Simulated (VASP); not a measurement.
A run of VASP 6.6.1:

File INCAR:

```
PREC = Accurate ; ENCUT = 400
EDIFF = 1E-6 ; ISMEAR = 0
SIGMA = 0.1 ; LREAL = False
LASPH = True ; NELM = 120
ALGO = Normal ; ISIF = 2
LWAVE = False ; LCHARG = False
LDIPOL = True ; IDIPOL = 3
DIPOL = 0.5 0.5 0.294 ; GGA = PE
NBANDS = 22 ; GGA_COMPAT = False
NELMDL = -8
```

The input KPOINTS:

```
regular mesh
0
Gamma
  3 3 1
```

POSCAR

```
Ba
1.0
    8.5615775650      0.0000000000      0.0000000000
   -4.2807887825      7.4145436678      0.0000000000
    0.0000000000      0.0000000000     23.8000000000
Ba
3
Direct
    0.0000000000      0.5000000000      0.2941176471
    0.5000000000      0.0000000000      0.2941176471
    0.5000000000      0.5000000000      0.2941176471
```

Potentials or basis: VASP PAW PBE potentials, release 64 (Ba_sv).

Command:

```bash
$ cat potpaw_PBE.64/Ba_sv/POTCAR > POTCAR
$ mpirun -np 1 vasp_std > vasp.out
```

Hardware: 1 thread of Intel(R) Xeon(R) 6975P-C (Granite Rapids) (shared host).

Question: Estimate the wall time of this run.

Answer: Run time: 110 s on 1 thread of Intel(R) Xeon(R) 6975P-C (Granite Rapids), with other jobs on the host, peak memory 0.88 GiB. Counts: scf iterations 24, k points 3.
